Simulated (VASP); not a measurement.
A run of VASP 6.6.1:

File INCAR:

```
  PREC = Accurate
  ENCUT = 520
  EDIFF = 1E-8
  ISMEAR = -1
  SIGMA = 0.15
  LREAL = False
  LASPH = True
  NELM = 60
  ALGO = Normal
  ISIF = 2
  LWAVE = False
  LCHARG = True
  NBANDS = 14
  IBRION = 8
  NSW = 1
```

Contents of KPOINTS:

```
regular mesh
0
Gamma
  16 16 16
```

The input POSCAR:

```
TiB
1.0
    0.0000000000      2.4318928488      2.4318928488
    2.4318928488      0.0000000000      2.4318928488
    2.4318928488      2.4318928488      0.0000000000
Ti B
1 1
Direct
    0.7500000000      0.7500000000      0.7500000000
    0.0000000000      0.0000000000      0.0000000000
```

Potentials or basis: VASP PAW LDA potentials, release 64 (Ti_sv, B).

Run with:

```console
$ cat potpaw_LDA.64/Ti_sv/POTCAR potpaw_LDA.64/B/POTCAR > POTCAR
$ mpirun -np 1 vasp_std > vasp.out
```

Hardware: 1 thread of Intel(R) Xeon(R) Platinum 8488C (Sapphire Rapids), on a shared host.

Task: How long does it take, and how much memory?

Result: It took 11 min on 1 thread of Intel(R) Xeon(R) Platinum 8488C (Sapphire Rapids) (shared host), peak memory 0.59 GiB. Counts: scf iterations 52, k points 145.
